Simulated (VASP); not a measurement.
Crystal: MgS.

```
Mg S
1.0
     0.00000    2.60152    2.60152
     2.60152    0.00000    2.60152
     2.60152    2.60152    0.00000
Mg S
1 1
Direct
  0.00000 0.00000 0.00000
  0.50000 0.50000 0.50000
```

Base run:

- Program: VASP 6.6.1
- Functional: PBE
- Potentials or basis: VASP PAW PBE potentials, release 64 (Mg, S)
- Cutoff: 520 eV
- k mesh: 6 × 6 × 6
- Occupations: gaussian, width 0.01 eV
- Spin: no spin polarisation

Its results: band gap on the k mesh 2.77 eV (least direct gap 3.71 eV); pressure 0.9 GPa.

Problem. The run is repeated on the same cell with these changes: functional from PBE to HSE06. What comes out?

Solution. Band gap on the k mesh 3.75 eV (least direct gap 4.80 eV); pressure -0.7 GPa.

Caveats: the PAW data sets were made with another functional, which shifts forces and pressure a little (at least some runs).

A k mesh can miss the band edges.
